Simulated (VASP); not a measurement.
# SnW (P4/nmm) in VASP: notebook

Runs on SnW. Level: PBE. Tasks: single point, relaxation of cell and atoms.

Everything below comes from runs of VASP 6.6.1. Logs are shortened: lines on timing, memory, paths and dates and some standing lists are left out, and cuts for length are marked.

## Step 1: The cell of the first run

Symmetry: P4/nmm, No. 129, tetragonal system. Conventional cell: a = 3.245 Å, b = 3.245 Å, c = 8.267 Å, α = 90.00°, β = 90.00°, γ = 90.00°. Within 4.0 Å of Sn (site symmetry 4mm) lie 5 W at 3.00 to 3.26 Å and 8 Sn at 3.25 to 3.84 Å. W (site symmetry 4mm) has 8 W at 2.65 to 3.25 Å and 5 Sn at 3.00 to 3.26 Å within 3.5 Å.

## Step 2: Single point, PBE

INCAR reads:

```
PREC     = Accurate       # precision mode
ENCUT    = 520            # plane-wave cutoff, eV
EDIFF    = 1E-6           # SCF threshold, eV
ISMEAR   = 0              # smearing method
SIGMA    = 0.1            # smearing width, eV
LREAL    = F              # projectors in reciprocal space
LASPH    = T              # aspherical terms in the spheres
NELM     = 100            # most SCF steps
ALGO     = Normal         # electronic algorithm
ISIF     = 2              # what is computed and relaxed
LWAVE    = F              # write WAVECAR
LCHARG   = F              # write CHGCAR
GGA      = PE             # functional
NBANDS   = 36             # bands
```

KPOINTS reads:

```
regular mesh
0
Gamma
  14 14 6
```

POSCAR reads:

```
SnW
1.0
    3.2452394639      0.0000000000      0.0000000000
    0.0000000000      3.2452394639      0.0000000000
    0.0000000000      0.0000000000      8.2666006213
Sn W
2 2
Direct
    0.5000000000      0.0000000000      0.6859041759
    0.0000000000      0.5000000000      0.3140958241
    0.5000000000      0.0000000000      0.0803003337
    0.0000000000      0.5000000000      0.9196996663
```

Potentials or basis: VASP PAW PBE potentials, release 64 (Sn_d, W_sv).

Run with:

```
> cat potpaw_PBE.64/Sn_d/POTCAR potpaw_PBE.64/W_sv/POTCAR > POTCAR
> mpirun -np 1 vasp_std > vasp.out
```

OUTCAR:

```text
PREC = Accurate
   ENCUT = 520
   EDIFF = 1E-6
   ISMEAR = 0
   LREAL = F
   LASPH = T
   NELM = 100
   ISIF = 2
   GGA = PE

 ion  position               nearest neighbor table
   1  0.500  0.000  0.686-   4 3.00   4 3.00   4 3.00   4 3.00   3 3.26
   2  0.000  0.500  0.314-   3 3.00   3 3.00   3 3.00   3 3.00   4 3.26
   3  0.500  0.000  0.080-   4 2.65   4 2.65   4 2.65   4 2.65   2 3.00   2 3.00   2 3.00   2 3.00
                             1 3.26
   4  0.000  0.500  0.920-   3 2.65   3 2.65   3 2.65   3 2.65   1 3.00   1 3.00   1 3.00   1 3.00
                             2 3.26

  LATTYP: Found a simple tetragonal cell.
 ALAT       =     3.2452394639
 C/A-ratio  =     2.5473006579

  Lattice vectors:

 A1 = (   3.2452394639,   0.0000000000,   0.0000000000)
 A2 = (   0.0000000000,   3.2452394639,   0.0000000000)
 A3 = (   0.0000000000,   0.0000000000,   8.2666006213)

Analysis of symmetry for initial positions (statically):
=====================================================================
 Subroutine PRICEL returns:
 Original cell was already a primitive cell.

 Routine SETGRP: Setting up the symmetry group for a
 simple tetragonal supercell.

 Subroutine GETGRP returns: Found 16 space group operations
 (whereof  8 operations were pure point group operations)
 out of a pool of 16 trial point group operations.

The static configuration has the point symmetry D_2d.
 The point group associated with its full space group is D_4h.

Analysis of symmetry for dynamics (positions and initial velocities):
=====================================================================
 Subroutine PRICEL returns:
 Original cell was already a primitive cell.

 Routine SETGRP: Setting up the symmetry group for a
 simple tetragonal supercell.

 Subroutine GETGRP returns: Found 16 space group operations
 (whereof  8 operations were pure point group operations)
 out of a pool of 16 trial point group operations.

The dynamic configuration has the point symmetry D_2d.
 The point group associated with its full space group is D_4h.

 Subroutine INISYM returns: Found 16 space group operations
 (whereof  8 operations are pure point group operations),
 and found     1 'primitive' translations

----------------------------------------------------------------------------------------

                                     Primitive cell

  volume of cell :      87.0604

[... 86 lines left out ...]
   ISPIN  =      1    spin polarized calculation?
   LNONCOLLINEAR =      F non collinear calculations
   LSORBIT =      F    spin-orbit coupling
   LASPH  =      T    aspherical Exc in radial PAW
   ENCUT  =  520.0 eV  38.22 Ry    6.18 a.u.   6.03  6.03 15.37*2*pi/ulx,y,z
   NELM   =    100;   NELMIN=  2; NELMDL= -5     # of ELM steps
   EDIFF  = 0.1E-05   stopping-criterion for ELM
   LREAL  =      F    real-space projection
   EDIFFG = 0.1E-04   stopping-criterion for IOM
   NSW    =      0    number of steps for IOM
   IBRION =     -1    ionic relax: 0-MD 1-quasi-New 2-CG
   NFREE  =      0    steps in history (QN), initial steepest desc. (CG)
   ISIF   =      2    stress and relaxation
   ISYM   =      2    0-nonsym 1-usesym 2-fastsym
   POTIM  = 0.5000    time-step for ionic-motion
   TEBEG  =    0.0;   TEEND  =   0.0 temperature during run
   PSTRESS=    0.0 pullay stress
   NELECT =      56.0000    total number of electrons
   NUPDOWN=      -1.0000    fix difference up-down
   EMIN   =  10.00;   EMAX   =-10.00  energy-range for DOS
   EFERMI =   0.00;   METHOD = LEGACY
   ISMEAR =     0;   SIGMA  =   0.10  broadening in eV -4-tet -1-fermi 0-gaus
   EFERMI_NEDOS =   21; number of points for ismear=-14 and -15
   IALGO  =     38    algorithm
   IMIX   =      4    mixing-type and parameters
     AMIX     =   0.40;   BMIX     =  1.00
     AMIX_MAG =   1.60;   BMIX_MAG =  1.00
  volume/ion in A,a.u.               =      21.77       146.88
  Fermi-wavevector in a.u.,A,eV,Ry     =   1.413180  2.670522 27.171876  1.997077
  Thomas-Fermi vector in A             =   2.534852
   LORBIT       =      0    0 simple, 1 ext, 2 COOP (PROOUT), +10 PAW based schemes
   GGA     = PE    functional components
   LHFCALC =     F    Hartree Fock is set to
   AEXX    =    0.0000 exact exchange contribution
   IVDW    =     0    specifies the selected vdW correction
   LEPSILON=     F    determine dielectric tensor
   LRPA    =     F    only Hartree local field effects (RPA)
 non-spin polarized calculation
 Gauss-broadening in eV      SIGMA  =   0.10
  energy-cutoff  :      520.00
  volume of cell :       87.06
 maximum number of plane-waves:      2372
   NGX = 13   NGY = 13   NGZ = 31

 number of electron      56.0000012 magnetization

 Free energy of the ion-electron system (eV)
  ---------------------------------------------------
  ext. energy  EPLUGINS =         0.00000000
  ---------------------------------------------------
  free energy    TOTEN  =       -32.22252165 eV

  energy without entropy =      -32.20958025  energy(sigma->0) =      -32.21605095

 E-fermi :   8.8492     XC(G=0): -11.4783

 val. band max:        8.8429052256   @ k =   0.2857   0.1429   0.3333
 cond. band min:       8.8497698072   @ k =   0.2857   0.2857   0.1667
 fundamental gap:      0.0068645816
 Fermi energy:         8.8491864334

 k-point     1 :       0.0000    0.0000    0.0000
  band No.  band energies     occupation
      1     -64.9055      2.00000
      2     -64.7313      2.00000
      3     -29.3226      2.00000
      4     -29.3226      2.00000
      5     -29.2792      2.00000
      6     -28.9010      2.00000
[... 925 lines left out ...]
     35      13.3897      0.00000
     36      14.1220      0.00000

 [... further k-points ...]
[... 5 lines left out ...]
  --------------------------------------------------------------------------------------
  -------------------------------------------------------------------------------------
  Total        0.0854262      0.0854262      0.0332963      0.0000000      0.0000000      0.0000000
  in kB        1.5721033      1.5721033      0.6127544      0.0000000      0.0000000      0.0000000
  external PRESSURE =       1.2523203 kB  Pullay stress =       0.0000000 kB

 VOLUME and BASIS-vectors are now :
 -----------------------------------------------------------------------------
  energy-cutoff  :      520.00
  volume of cell :       87.06
      direct lattice vectors                 reciprocal lattice vectors
     3.245239464  0.000000000  0.000000000     0.308143670  0.000000000  0.000000000
     0.000000000  3.245239464  0.000000000     0.000000000  0.308143670  0.000000000
     0.000000000  0.000000000  8.266600621     0.000000000  0.000000000  0.120968708

 POSITION                                       TOTAL-FORCE (eV/Angst)
 -----------------------------------------------------------------------------------
      1.62262      0.00000      5.67010         0.000000     -0.000000     -0.009169
      0.00000      1.62262      2.59650         0.000000     -0.000000      0.009169
      1.62262      0.00000      0.66381         0.000000     -0.000000      0.034977
      0.00000      1.62262      7.60279         0.000000      0.000000     -0.034977
 -----------------------------------------------------------------------------------
    total drift:                                0.000000      0.000000      0.000000

  FREE ENERGIE OF THE ION-ELECTRON SYSTEM (eV)
  ---------------------------------------------------
  free  energy   TOTEN  =       -32.2225216458 eV

  energy  without entropy=      -32.2095802521  energy(sigma->0) =      -32.21605095
```

stdout:

```text
POSCAR found type information on POSCAR SnW
 POSCAR found :  2 types and       4 ions
 scaLAPACK will be used
 LDA part: xc-table for (Slater+PW92), standard interpolation
 POSCAR, INCAR and KPOINTS ok, starting setup
 FFT: planning ... GRIDC
 FFT: planning ... GRID_SOFT
 FFT: planning ... GRID
 WAVECAR not read
 entering main loop
```

It took 3.2 min on 1 thread of AMD EPYC 9R45 (Zen 5), shared host; peak memory 0.43 GiB.

What came out:

| Quantity | Value |
| --- | --- |
| Free energy | -32.2225 eV |
| Pressure | 0.1 GPa |
| Largest force | 0.035 eV/Å |
| Band gap on the k mesh | zero (band 28 reaches 9.36 eV, above the bottom of band 29 at 8.59 eV) |

Forces on the atoms (eV/Å):
```
Sn   0.000  0.000 -0.009
Sn   0.000  0.000  0.009
W    0.000  0.000  0.035
W    0.000  0.000 -0.035
```

Stress tensor (GPa, compression positive):
```
0.16 0.00 0.00
0.00 0.16 0.00
0.00 0.00 0.06
```

Levels at points of the mesh, in eV from the Fermi level:
```csv
k point,band 25,band 26,band 27,band 28,band 29,band 30,band 31,band 32
"(0.00, 0.00, 0.00)",-0.55,-0.36,-0.36,0.51,0.81,0.81,1.74,4.15
"(0.50, 0.00, 0.00)",-1.95,-1.95,-1.79,-1.79,1.50,1.50,3.20,3.20
"(0.50, 0.50, 0.00)",-1.78,-1.78,-1.18,-1.18,0.74,0.74,3.00,3.00
"(0.00, 0.00, 0.50)",-0.55,-0.34,-0.34,0.51,0.73,0.73,1.83,4.18
"(0.50, 0.00, 0.50)",-1.95,-1.95,-0.52,-0.52,1.09,1.09,2.73,2.73
"(0.50, 0.50, 0.50)",-2.02,-2.02,-0.82,-0.82,1.16,1.16,1.80,1.80
```

Caveat: spin-orbit coupling is left out, which moves the levels of the heavy elements.

## Step 3: Relaxation of cell and atoms, PBE

INCAR reads:

```
SYSTEM = SnW
PREC = Accurate
ENCUT = 600
EDIFF = 1E-6
ISMEAR = 0
SIGMA = 0.1
LREAL = .FALSE.
LASPH = .TRUE.
NELM = 60
ALGO = Fast
ISIF = 3
LWAVE = .FALSE.
LCHARG = .FALSE.
GGA = PE
IBRION = 2
NSW = 100
EDIFFG = -0.01
```

KPOINTS reads:

```
regular mesh
0
G
  14 14 6
  0 0 0
```

POSCAR reads:

```
SnW
1.0
    3.2339124390      0.0000000000      0.0000000000
    0.0000000000      3.2339124390      0.0000000000
    0.0000000000      0.0000000000      8.3269600069
Sn W
2 2
Direct
    0.5000000000      0.0000000000      0.6865039246
    0.0000000000      0.5000000000      0.3134960754
    0.5000000000      0.0000000000      0.0800924355
    0.0000000000      0.5000000000      0.9199075645
```

Potentials or basis: VASP PAW PBE potentials, release 64 (Sn_d, W_sv).

Run with:

```
> cat potpaw_PBE.64/Sn_d/POTCAR potpaw_PBE.64/W_sv/POTCAR > POTCAR
> mpirun -np 1 vasp_std > vasp.out
```

OUTCAR:

```text
SYSTEM = SnW
   PREC = Accurate
   ENCUT = 600
   EDIFF = 1E-6
   ISMEAR = 0
   LREAL = .FALSE.
   LASPH = .TRUE.
   NELM = 60
   ISIF = 3
   GGA = PE
   IBRION = 2
   NSW = 100
   EDIFFG = -0.01

 ion  position               nearest neighbor table
   1  0.500  0.000  0.687-   4 3.00   4 3.00   4 3.00   4 3.00   3 3.28
   2  0.000  0.500  0.313-   3 3.00   3 3.00   3 3.00   3 3.00   4 3.28
   3  0.500  0.000  0.080-   4 2.65   4 2.65   4 2.65   4 2.65   2 3.00   2 3.00   2 3.00   2 3.00
                             1 3.28
   4  0.000  0.500  0.920-   3 2.65   3 2.65   3 2.65   3 2.65   1 3.00   1 3.00   1 3.00   1 3.00
                             2 3.28

  LATTYP: Found a simple tetragonal cell.
 ALAT       =     3.2339124390
 C/A-ratio  =     2.5748872810

[... 380 lines left out ...]

 number of electron      55.9999997 magnetization

 Free energy of the ion-electron system (eV)
  ---------------------------------------------------
  ext. energy  EPLUGINS =         0.00000000
  ---------------------------------------------------
  free energy    TOTEN  =       -32.22301580 eV

  energy without entropy =      -32.20996626  energy(sigma->0) =      -32.21649103

 E-fermi :   8.8366     XC(G=0): -11.4728

 val. band max:        8.8352727666   @ k =   0.2857   0.2857   0.1667
 cond. band min:       8.8502562712   @ k =   0.2143   0.2143   0.0000
 fundamental gap:      0.0149835046
 Fermi energy:         8.8365591157

 k-point     1 :       0.0000    0.0000    0.0000
  band No.  band energies     occupation
      1     -64.9225      2.00000
      2     -64.7500      2.00000
      3     -29.3371      2.00000
      4     -29.3371      2.00000
      5     -29.2947      2.00000
      6     -28.9179      2.00000
[... 853 lines left out ...]
     32      11.6948      0.00000
     33      12.0819      0.00000

 [... further k-points ...]
[... 5 lines left out ...]
  --------------------------------------------------------------------------------------
  -------------------------------------------------------------------------------------
  Total        0.0154620      0.0154620      0.0020449      0.0000000      0.0000000      0.0000000
  in kB        0.2842540      0.2842540      0.0375944      0.0000000      0.0000000      0.0000000
  external PRESSURE =       0.2020341 kB  Pullay stress =       0.0000000 kB
[... 19 lines left out ...]
  FREE ENERGIE OF THE ION-ELECTRON SYSTEM (eV)
  ---------------------------------------------------
  free  energy   TOTEN  =       -32.2230158004 eV

  energy  without entropy=      -32.2099662565  energy(sigma->0) =      -32.21649103

 reached required accuracy - stopping structural energy minimisation
```

Run time: 51 min. Hardware: 1 thread of Intel Xeon Platinum 8259CL at 2.50GHz (Skylake/Cascade Lake), shared host; peak memory 0.57 GiB.

What came out:

- Free energy: -32.2230 eV
- Relaxed volume: 21.79 Å³/atom
- Relaxed cell: a = 3.247 Å, b = 3.247 Å, c = 8.267 Å, α = 90.00°, β = 90.00°, γ = 90.00°
- Space group after relaxing (to 0.05 Å): P4/nmm (No. 129)
- Energy gained by relaxing: 0.6 meV/atom
- Ionic steps: 11
- Pressure after relaxing: 0.0 GPa
- Largest force after relaxing: 0.008 eV/Å
- Band gap on the k mesh: zero (band 28 reaches 9.34 eV, above the bottom of band 29 at 8.57 eV)

Forces on the atoms (eV/Å):
```
Sn   0.000  0.000 -0.008
Sn   0.000  0.000  0.008
W    0.000  0.000 -0.007
W    0.000  0.000  0.007
```

Step by step:
| step | energy change (eV) | largest force (eV/Å) | pressure (GPa) | volume (Å³) |
| --- | --- | --- | --- | --- |
| 1 | 0.0000 | 0.0218 | 0.53 | 87.08 |
| 2 | -0.0001 | 0.0964 | -1.02 | 87.99 |
| 3 | -0.0015 | 0.0389 | -0.26 | 87.54 |
| 4 | -0.0022 | 0.0490 | -0.01 | 87.38 |
| 5 | -0.0022 | 0.0426 | -0.02 | 87.39 |
| 6 | -0.0024 | 0.0139 | -0.05 | 87.35 |
| 7 | -0.0024 | 0.0173 | -0.06 | 87.33 |
| 8 | -0.0024 | 0.0224 | 0.08 | 87.20 |
| 9 | -0.0024 | 0.0245 | 0.04 | 87.23 |
| 10 | -0.0024 | 0.0153 | 0.00 | 87.21 |
| 11 | -0.0025 | 0.0079 | 0.02 | 87.15 |

Final structure:
```cif
data_structure
_symmetry_space_group_name_H-M 'P 1'
_symmetry_Int_Tables_number 1
_cell_length_a 3.2469
_cell_length_b 3.2469
_cell_length_c 8.2668
_cell_angle_alpha 90.000
_cell_angle_beta 90.000
_cell_angle_gamma 90.000
_cell_volume 87.15
loop_
_atom_site_label
_atom_site_type_symbol
_atom_site_fract_x
_atom_site_fract_y
_atom_site_fract_z
_atom_site_occupancy
Sn1 Sn 0.50000 0.00000 0.68604 1
Sn2 Sn 0.00000 0.50000 0.31396 1
W1 W 0.50000 0.00000 0.08043 1
W2 W 0.00000 0.50000 0.91957 1
```

Levels at points of the mesh, in eV from the Fermi level:
| k point | band 26 | band 27 | band 28 | band 29 | band 30 | band 31 |
| --- | --- | --- | --- | --- | --- | --- |
| (0.00, 0.00, 0.00) | -0.36 | -0.36 | 0.50 | 0.80 | 0.80 | 1.75 |
| (0.50, 0.00, 0.00) | -1.94 | -1.79 | -1.79 | 1.49 | 1.49 | 3.19 |
| (0.50, 0.50, 0.00) | -1.78 | -1.18 | -1.18 | 0.74 | 0.74 | 3.00 |
| (0.00, 0.00, 0.50) | -0.34 | -0.34 | 0.50 | 0.73 | 0.73 | 1.84 |
| (0.50, 0.00, 0.50) | -1.94 | -0.52 | -0.52 | 1.09 | 1.09 | 2.73 |
| (0.50, 0.50, 0.50) | -2.02 | -0.83 | -0.83 | 1.16 | 1.16 | 1.81 |

Caveat: spin-orbit coupling is left out, which moves the levels of the heavy elements.
